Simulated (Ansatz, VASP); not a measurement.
## One calculation of InTe4, two programs

```
In Te
1.0
    -3.51646    3.51646    3.51646
     3.51646   -3.51646    3.51646
     3.51646    3.51646   -3.51646
In Te
1 4
Cartesian
  0.0000 0.0000 0.0000
  1.7582 1.7582 1.7582
  -1.7582 1.7582 1.7582
  1.7582 1.7582 -1.7582
  1.7582 -1.7582 1.7582
```

Change from the starting cell: species swapped into the Hg4Pt type (Im-3m, No. 229).

Alike in both runs: functional PBE; k mesh 8 × 8 × 8; occupations gaussian, width 0.1 eV; no spin polarisation.

Ansatz relaxed the structure, and its values are those at the end. VASP's run is a single point on that final structure, the one shown.

|  | VASP | Ansatz |
| --- | --- | --- |
| version | VASP 6.6.1 | Ansatz 0.2.0 |
| potentials or method | VASP PAW PBE potentials, release 64 (In_d, Te), cutoff 520 eV | scalar-relativistic, plane waves, PAW |
| valence electrons in the cell | 37 | 77 |

```tsv
	VASP	Ansatz	Ansatz less VASP
gap on the k mesh at the Fermi level (eV)	none	none	-
pressure (GPa)	0.0	0.0	+0.03
```

A gap of «none» marks a metal or a gap that the smearing closes. VASP's potentials hold 37 valence electrons a cell and Ansatz's 77, so a difference there can come from the potentials and not from the codes.

Neither program's run includes spin-orbit coupling.
